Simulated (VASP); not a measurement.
Write the native input for VASP 6.6.1 that does the following.

- Task: single point
- Functional: r2SCAN
- Potentials or basis: VASP PAW PBE potentials, release 64 (Sn_d, Te)
- Cutoff: 520 eV
- k mesh: 8 × 8 × 8
- Occupations: fermi-dirac, width 0.02 eV
- Spin: no spin polarisation
- Dipole correction: no
- Further INCAR settings: ALGO = Normal; EDIFF = 1e-07; NBANDS = 17

SnTe:

```
Sn Te
1.0
     0.00000    3.25312    3.18427
     3.25312    0.00000    3.18427
     3.25312    3.25312    0.00000
Sn Te
1 1
Direct
  0.00000 0.00000 0.00000
  0.50000 0.50000 0.50000
```

This cell differs from its parent crystal: epitaxial xy strain +2.0%.

The input as run:

POSCAR

```
SnTe
1.0
    0.0000000000      3.2531169410      3.1842697427
    3.2531169410      0.0000000000      3.1842697427
    3.2531169410      3.2531169410      0.0000000000
Sn Te
1 1
Direct
    0.0000000000      0.0000000000      0.0000000000
    0.5000000000      0.5000000000      0.5000000000
```

INCAR.step1

```
SYSTEM = SnTe
  ALGO = Normal
  EDIFF = 1E-4
  ENCUT = 520
  GGA = PE
  ISMEAR = -1
  LASPH = .True.
  LCHARG = .False.
  LREAL = .False.
  LWAVE = .True.
  NBANDS = 17
  NELM = 100
  PREC = Accurate
  SIGMA = 0.02
```

INCAR.step2

```
SYSTEM = SnTe
  ALGO = Normal
  EDIFF = 1E-7
  ENCUT = 520
  ISIF = 2
  ISMEAR = -1
  ISTART = 1
  LASPH = .True.
  LCHARG = .False.
  LMIXTAU = .True.
  LREAL = .False.
  LWAVE = .False.
  METAGGA = R2SCAN
  NBANDS = 17
  NELM = 100
  PREC = Accurate
  SIGMA = 0.02
```

KPOINTS

```
k-points
0
Gamma
  8 8 8
  0 0 0
```

Potentials or basis: VASP PAW PBE potentials, release 64 (Sn_d, Te).

Run with:

```console
$ cat potpaw_PBE.64/Sn_d/POTCAR potpaw_PBE.64/Te/POTCAR > POTCAR
$ cp INCAR.step1 INCAR
$ mpirun -np 1 vasp_std > vasp.out
$ cp INCAR.step2 INCAR
$ mpirun -np 1 vasp_std > vasp.out
```

It gave:

| Property | Result |
| --- | --- |
| Pressure | -1.6 GPa |
| Band gap on the k mesh | 0.22 eV |

Caveat: the cell differs from its parent crystal (epitaxial xy strain +2.0%); the PAW data sets were made with another functional, which shifts forces and pressure a little; spin-orbit coupling is left out, which moves the levels of the heavy elements.

Run time: 3.2 min on 1 thread of Intel(R) Xeon(R) Platinum 8559C (Emerald Rapids) (shared host), peak memory 0.26 GiB.
